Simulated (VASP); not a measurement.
Here is a VASP 6.6.1 calculation.

INCAR

```
SYSTEM = BAs
PREC = Accurate
ENCUT = 600
EDIFF = 1E-6
ISMEAR = 0
SIGMA = 0.1
LREAL = .FALSE.
LASPH = .TRUE.
NELM = 80
ALGO = Normal
ISIF = 3
LWAVE = .FALSE.
LCHARG = .FALSE.
GGA = PE
IBRION = 2
NSW = 100
EDIFFG = -0.01
```

KPOINTS

```
Automatic mesh
0
G
  10 10 10
  0 0 0
```

Contents of POSCAR:

```
BAs
1.0
   -3.1895333195      3.1895333195      2.7856186197
    3.1895333195     -3.1895333195      2.7856186197
    3.1895333195      3.1895333195     -2.7856186197
B As
4 4
Direct
    0.7500000000      0.2500000000      0.5000000000
    0.2500000000      0.7500000000      0.5000000000
    0.2500000000      0.2500000000      0.0000000000
    0.7500000000      0.7500000000      0.0000000000
    0.6790000000      0.1790000000      0.8580000000
    0.1790000000      0.3210000000      0.5000000000
    0.3210000000      0.8210000000      0.1420000000
    0.8210000000      0.6790000000      0.5000000000
```

Potentials or basis: VASP PAW PBE potentials, release 64 (B, As).

The run is started by

```console
$ cat potpaw_PBE.64/B/POTCAR potpaw_PBE.64/As/POTCAR > POTCAR
$ mpirun -np 1 vasp_std > vasp.out
```

Question: What does it give for the space group after relaxing (to 0.05 Å)?

Answer: I4/mcm (No. 140).

Question: Predict the relaxed volume.

Answer: 13.85 Å³/atom.

Question: Estimate the band gap on the k mesh.

Answer: Zero (band 16 reaches 6.50 eV, above the bottom of band 17 at 5.35 eV).

Question: Predict the relaxed cell.

Answer: a = 5.243 Å, b = 5.243 Å, c = 5.243 Å, α = 108.23°, β = 108.23°, γ = 111.97°.

Forces in eV/Å, atoms in the order of the input:
```
B    0.000  0.000  0.000
B    0.000  0.000  0.000
B    0.000  0.000  0.000
B    0.000  0.000  0.000
As  -0.004 -0.004  0.000
As   0.004 -0.004  0.000
As   0.004  0.004  0.000
As  -0.004  0.004  0.000
```
